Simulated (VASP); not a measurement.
# WSe2 (P6_3/mmc) in VASP: a series of runs

The runs below take WSe2 through single point, relaxation of shape and atoms at fixed volume, relaxation of cell and atoms, with PBE+D3(BJ).

Everything below comes from runs of VASP 6.6.1. Logs are shortened: lines on timing, memory, paths and dates and some standing lists are left out, and cuts for length are marked.

## 1. The cell of the first run

It takes space group P6_3/mmc (No. 194, hexagonal). Conventional cell: a = 3.290 Å, b = 3.290 Å, c = 12.970 Å, α = 90.00°, β = 90.00°, γ = 120.00°. W (site symmetry -6m2) has 6 Se at 2.54 Å and 6 W at 3.29 Å within 3.3 Å. Se (site symmetry 3m) has 3 W at 2.54 Å and 6 Se at 3.29 Å within 3.3 Å.

## 2. Single point, PBE+D3(BJ)

Contents of INCAR:

```
  PREC = Accurate
  ENCUT = 520
  EDIFF = 1E-6
  ISMEAR = 0
  SIGMA = 0.02
  LREAL = False
  LASPH = True
  NELM = 60
  ALGO = Normal
  ISIF = 2
  LWAVE = False
  LCHARG = False
  GGA = PE
  IVDW = 12
  NBANDS = 35
```

Contents of KPOINTS:

```
Automatic mesh
0
Gamma
  9 9 2
```

Contents of POSCAR:

```
WSe2
1.0
    3.2900000000      0.0000000000      0.0000000000
   -1.6450000000      2.8492235785      0.0000000000
    0.0000000000      0.0000000000     12.9700000000
W Se
2 4
Direct
    0.3333333333      0.6666666667      0.2500000000
    0.6666666667      0.3333333333      0.7500000000
    0.3333333333      0.6666666667      0.6202663834
    0.6666666667      0.3333333333      0.1202663834
    0.3333333333      0.6666666667      0.8797336166
    0.6666666667      0.3333333333      0.3797336166
```

Potentials or basis: VASP PAW PBE potentials, release 64 (W_sv, Se).

On the command line:

```bash
cat potpaw_PBE.64/W_sv/POTCAR potpaw_PBE.64/Se/POTCAR > POTCAR
mpirun -np 1 vasp_std > vasp.out
```

OUTCAR:

```text
PREC = Accurate
   ENCUT = 520
   EDIFF = 1E-6
   ISMEAR = 0
   LREAL = False
   LASPH = True
   NELM = 60
   ISIF = 2
   GGA = PE
   IVDW = 12
 IVDW          = 12

 ion  position               nearest neighbor table
   1  0.333  0.667  0.250-   4 2.54   6 2.54   4 2.54   6 2.54   4 2.54   6 2.54
   2  0.667  0.333  0.750-   3 2.54   5 2.54   3 2.54   5 2.54   3 2.54   5 2.54
   3  0.333  0.667  0.620-   2 2.54   2 2.54   2 2.54
   4  0.667  0.333  0.120-   1 2.54   1 2.54   1 2.54
   5  0.333  0.667  0.880-   2 2.54   2 2.54   2 2.54
   6  0.667  0.333  0.380-   1 2.54   1 2.54   1 2.54

  LATTYP: Found a hexagonal cell.
 ALAT       =     3.2900000000
 C/A-ratio  =     3.9422492401

  Lattice vectors:

 A1 = (   3.2900000000,   0.0000000000,   0.0000000000)
 A2 = (  -1.6450000000,   2.8492235785,   0.0000000000)
 A3 = (   0.0000000000,   0.0000000000,  12.9700000000)

Analysis of symmetry for initial positions (statically):
=====================================================================
 Subroutine PRICEL returns:
 Original cell was already a primitive cell.

 Routine SETGRP: Setting up the symmetry group for a
 hexagonal supercell.

 Subroutine GETGRP returns: Found 24 space group operations
 (whereof 12 operations were pure point group operations)
 out of a pool of 24 trial point group operations.

The static configuration has the point symmetry D_3d.
 The point group associated with its full space group is D_6h.

Analysis of symmetry for dynamics (positions and initial velocities):
=====================================================================
 Subroutine PRICEL returns:
 Original cell was already a primitive cell.

 Routine SETGRP: Setting up the symmetry group for a
 hexagonal supercell.

 Subroutine GETGRP returns: Found 24 space group operations
 (whereof 12 operations were pure point group operations)
 out of a pool of 24 trial point group operations.

The dynamic configuration has the point symmetry D_3d.
 The point group associated with its full space group is D_6h.

 Subroutine INISYM returns: Found 24 space group operations
 (whereof 12 operations are pure point group operations),
 and found     1 'primitive' translations

----------------------------------------------------------------------------------------

                                     Primitive cell
[... 98 lines left out ...]
   EDIFF  = 0.1E-05   stopping-criterion for ELM
   LREAL  =      F    real-space projection
   EDIFFG = 0.1E-04   stopping-criterion for IOM
   NSW    =      0    number of steps for IOM
   IBRION =     -1    ionic relax: 0-MD 1-quasi-New 2-CG
   NFREE  =      0    steps in history (QN), initial steepest desc. (CG)
   ISIF   =      2    stress and relaxation
   ISYM   =      2    0-nonsym 1-usesym 2-fastsym
   POTIM  = 0.5000    time-step for ionic-motion
   TEBEG  =    0.0;   TEEND  =   0.0 temperature during run
   PSTRESS=    0.0 pullay stress
   NELECT =      52.0000    total number of electrons
   NUPDOWN=      -1.0000    fix difference up-down
   EMIN   =  10.00;   EMAX   =-10.00  energy-range for DOS
   EFERMI =   0.00;   METHOD = LEGACY
   ISMEAR =     0;   SIGMA  =   0.02  broadening in eV -4-tet -1-fermi 0-gaus
   EFERMI_NEDOS =   21; number of points for ismear=-14 and -15
   IALGO  =     38    algorithm
   IMIX   =      4    mixing-type and parameters
     AMIX     =   0.40;   BMIX     =  1.00
     AMIX_MAG =   1.60;   BMIX_MAG =  1.00
  volume/ion in A,a.u.               =      20.26       136.74
  Fermi-wavevector in a.u.,A,eV,Ry     =   1.233451  2.330884 20.699914  1.521401
  Thomas-Fermi vector in A             =   2.368180
   LORBIT       =      0    0 simple, 1 ext, 2 COOP (PROOUT), +10 PAW based schemes
   GGA     = PE    functional components
   LHFCALC =     F    Hartree Fock is set to
   AEXX    =    0.0000 exact exchange contribution
   IVDW    =    12    specifies the selected vdW correction
   LEPSILON=     F    determine dielectric tensor
   LRPA    =     F    only Hartree local field effects (RPA)
 non-spin polarized calculation
 Gauss-broadening in eV      SIGMA  =   0.02
  energy-cutoff  :      520.00
  volume of cell :      121.58
 maximum number of plane-waves:      3324
   NGX = 13   NGY = 13   NGZ = 49

 number of electron      51.9999990 magnetization

 Free energy of the ion-electron system (eV)
  ---------------------------------------------------
  ext. energy  EPLUGINS =         0.00000000
  ---------------------------------------------------
  free energy    TOTEN  =       -43.13323765 eV

  energy without entropy =      -43.13323765  energy(sigma->0) =      -43.13323765

 E-fermi :   6.3987     XC(G=0): -10.7662

 val. band max:        6.2534522236   @ k =   0.0000   0.0000   0.0000
 cond. band min:       7.3107223441   @ k =   0.2222   0.1111   0.0000
 fundamental gap:      1.0572701205
 Fermi energy:         6.3987009843

 k-point     1 :       0.0000    0.0000    0.0000
  band No.  band energies     occupation
      1     -68.0685      2.00000
      2     -68.0685      2.00000
      3     -32.3110      2.00000
      4     -32.3110      2.00000
      5     -32.1832      2.00000
      6     -32.1832      2.00000
[... 901 lines left out ...]
     34      10.6043      0.00000
     35      12.3981      0.00000

------------------------ aborting loop because EDIFF is reached ----------------------------------------

 Edisp (eV)   -2.79117

 E8    (eV) :    -1.2449

  FORCE on cell =-STRESS in cart. coord.  units (eV):
  Direction    XX          YY          ZZ          XY          YZ          ZX
  --------------------------------------------------------------------------------------
  -------------------------------------------------------------------------------------
  Total      -0.49132    -0.49132    -0.36266     0.00000    -0.00000     0.00000
  in kB      -6.47461    -6.47461    -4.77915     0.00000    -0.00000     0.00000
  external pressure =       -5.91 kB  Pullay stress =        0.00 kB

 VOLUME and BASIS-vectors are now :
 -----------------------------------------------------------------------------
  energy-cutoff  :      520.00
  volume of cell :      121.58
      direct lattice vectors                 reciprocal lattice vectors
     3.290000000  0.000000000  0.000000000     0.303951368  0.175486404  0.000000000
    -1.645000000  2.849223579  0.000000000     0.000000000  0.350972808  0.000000000
     0.000000000  0.000000000 12.970000000     0.000000000  0.000000000  0.077101002

 POSITION                                       TOTAL-FORCE (eV/Angst)
 -----------------------------------------------------------------------------------
     -0.00000      1.89948      3.24250         0.000000      0.000000      0.000000
      1.64500      0.94974      9.72750        -0.000000     -0.000000      0.000000
     -0.00000      1.89948      8.04485         0.000000      0.000000     -0.048937
      1.64500      0.94974      1.55985        -0.000000     -0.000000     -0.048937
     -0.00000      1.89948     11.41015         0.000000      0.000000      0.048937
      1.64500      0.94974      4.92515         0.000000      0.000000      0.048937
 -----------------------------------------------------------------------------------
    total drift:                               -0.000000      0.000000     -0.000000

  FREE ENERGIE OF THE ION-ELECTRON SYSTEM (eV)
  ---------------------------------------------------
  free  energy   TOTEN  =       -45.9244079956 eV

  energy  without entropy=      -45.9244079956  energy(sigma->0) =      -45.92440800
```

OSZICAR:

```text
N       E                     dE             d eps       ncg     rms          rms(c)
DAV:   1     0.502441844509E+03    0.50244E+03   -0.28008E+04  1856   0.145E+03
DAV:   2    -0.123317561341E+02   -0.51477E+03   -0.49677E+03  1954   0.392E+02
DAV:   3    -0.443341173131E+02   -0.32002E+02   -0.31446E+02  2053   0.913E+01
DAV:   4    -0.450509483095E+02   -0.71683E+00   -0.71277E+00  2042   0.139E+01
DAV:   5    -0.450599525878E+02   -0.90043E-02   -0.89963E-02  2023   0.170E+00    0.295E+01
DAV:   6    -0.435364405916E+02    0.15235E+01   -0.59167E+00  1878   0.161E+01    0.105E+01
DAV:   7    -0.433168789874E+02    0.21956E+00   -0.29477E+00  1776   0.819E+00    0.563E+00
DAV:   8    -0.431318973097E+02    0.18498E+00   -0.39417E-01  1855   0.434E+00    0.128E+00
DAV:   9    -0.431350016796E+02   -0.31044E-02   -0.61810E-02  1955   0.120E+00    0.921E-01
DAV:  10    -0.431332827146E+02    0.17190E-02   -0.13852E-02  1849   0.792E-01    0.147E-01
DAV:  11    -0.431332887116E+02   -0.59970E-05   -0.18283E-03  1827   0.276E-01    0.188E-01
DAV:  12    -0.431332388147E+02    0.49897E-04   -0.71070E-05  1942   0.528E-02    0.117E-01
DAV:  13    -0.431332366238E+02    0.21909E-05   -0.84481E-05  1839   0.547E-02    0.871E-03
DAV:  14    -0.431332376556E+02   -0.10318E-05   -0.61889E-06  1799   0.128E-02    0.874E-03
DAV:  15    -0.431332376532E+02    0.23856E-08   -0.59205E-07  1051   0.483E-03
   1 F= -.45924408E+02 E0= -.45924408E+02  d E =-.864855E-27
```

stdout:

```text
POSCAR found type information on POSCAR W Se
 POSCAR found :  2 types and       6 ions
 scaLAPACK will be used
 LDA part: xc-table for (Slater+PW92), standard interpolation
 POSCAR, INCAR and KPOINTS ok, starting setup
 FFT: planning ... GRIDC
 FFT: planning ... GRID_SOFT
 FFT: planning ... GRID
 WAVECAR not read
 entering main loop
```

It took 98 s on 1 thread of AMD EPYC 7R43 (Zen 3), shared host; peak memory 0.24 GiB.

What came out:

* Free energy: -45.9244 eV
* Pressure: -0.6 GPa
* Largest force: 0.049 eV/Å
* Band gap on the k mesh: 1.06 eV, indirect (least direct gap 1.54 eV)
* Dispersion energy per atom: -0.465 eV

Forces in eV/Å, atoms in the order of the input:
```
W    0.000  0.000  0.000
W    0.000  0.000  0.000
Se   0.000  0.000 -0.049
Se   0.000  0.000 -0.049
Se   0.000  0.000  0.049
Se   0.000  0.000  0.049
```

Stress tensor (GPa, compression positive):
```
-0.65  0.00  0.00
 0.00 -0.65  0.00
 0.00  0.00 -0.48
```

Levels at points of the mesh, in eV from the valence-band top:
```
           k point  band 24  band 25  band 26  band 27  band 28  band 29
(0.00, 0.00, 0.00)    -1.11    -1.05     0.00     2.65     2.65     2.70
(0.00, 0.00, 0.50)    -1.48    -0.21    -0.21     2.65     2.65     2.65
```

Caveat: spin-orbit coupling is left out, which moves the levels of the heavy elements. As with any semilocal functional, this PBE gap is likely too small.

(Part 1 of 2 ends here.)
